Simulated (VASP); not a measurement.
**Si (a cell with a defect): single point with PBE**

Si (a cell with a defect):

```
Si
1.0
     0.00000    5.43000    5.43000
     5.43000    0.00000    5.43000
     5.43000    5.43000    0.00000
Si
17
Direct
  0.98665 0.00665 0.00316
  0.12835 0.13175 0.10785
  0.07517 0.97455 0.47463
  0.12554 0.13282 0.63222
  0.98668 0.50305 0.00334
  0.09471 0.63488 0.13516
  0.98573 0.50367 0.50672
  0.12691 0.60804 0.63216
  0.50252 0.01479 0.96406
  0.61492 0.13636 0.12485
  0.49857 0.02239 0.51788
  0.69209 0.10233 0.60358
  0.46808 0.51046 0.00975
  0.61509 0.62330 0.12434
  0.50043 0.46200 0.51500
  0.61417 0.62566 0.63536
  0.49422 0.83519 0.33705
```

| Quantity | Value |
| --- | --- |
| Program | VASP 6.6.1 |
| Task | single point |
| Functional | PBE |
| Potentials or basis | VASP PAW PBE potentials, release 64 (Si) |
| Cutoff | 520 eV |
| k mesh | 2 × 2 × 2 |
| Occupations | gaussian, width 0.02 eV |
| Spin | no spin polarisation |

```yaml
Pressure: 4.4 GPa
Largest_force: 0.070 eV/Å
Band_gap_on_the_k_mesh: zero (band 34 reaches 6.77 eV, above the bottom of band 35 at 6.69 eV)
```

Forces on the atoms (eV/Å):
```
Si  -0.011  0.035 -0.003
Si  -0.009 -0.017 -0.019
Si   0.023 -0.013 -0.011
Si   0.015 -0.006 -0.003
Si  -0.009  0.032  0.026
Si  -0.004  0.008  0.019
Si  -0.018 -0.002  0.024
Si  -0.002 -0.013 -0.011
Si   0.004 -0.011  0.041
Si   0.001 -0.037  0.021
Si  -0.015  0.040  0.019
Si  -0.009 -0.009 -0.005
Si   0.021 -0.002  0.004
Si  -0.045 -0.045 -0.030
Si   0.017  0.050  0.011
Si   0.012  0.021 -0.041
Si   0.028 -0.033 -0.043
```

Stress tensor (GPa, compression positive):
```
 4.39  0.41  0.37
 0.41  4.43 -0.46
 0.37 -0.46  4.40
```

Levels at points of the mesh, in eV from the Fermi level:
```
           k point  band 30  band 31  band 32  band 33  band 34  band 35  band 36  band 37  band 38  band 39
(0.00, 0.00, 0.00)    -1.45    -1.16    -0.71    -0.68    -0.48    -0.08     0.00     0.28     0.28     0.79
(0.50, 0.00, 0.00)    -1.38    -1.33    -1.29    -1.29    -0.25     0.35     0.44     1.21     1.22     1.23
(0.00, 0.50, 0.00)    -1.45    -1.37    -1.35    -0.86    -0.18     0.22     0.69     0.94     1.08     1.34
(0.00, 0.00, 0.50)    -1.45    -1.35    -1.35    -0.84    -0.21     0.23     0.69     0.95     1.08     1.33
(0.50, 0.50, 0.50)    -1.45    -1.39    -1.35    -0.86    -0.16     0.21     0.70     0.92     1.07     1.34
(0.50, 0.50, 0.00)    -1.92    -1.88    -1.70    -0.74     0.00     0.40     1.32     1.48     1.59     1.92
(0.00, 0.50, 0.50)    -1.92    -1.89    -1.69    -0.72     0.00     0.39     1.32     1.49     1.59     1.92
(0.50, 0.00, 0.50)    -1.93    -1.87    -1.71    -0.76     0.00     0.40     1.32     1.48     1.58     1.94
```

Wall time 5.7 min on 1 thread of Intel(R) Xeon(R) Platinum 8375C CPU @ 2.90GHz (Ice Lake), on a shared host, peak memory 0.46 GiB.

Caveat: the k points lie up to 0.50 Å⁻¹ apart.
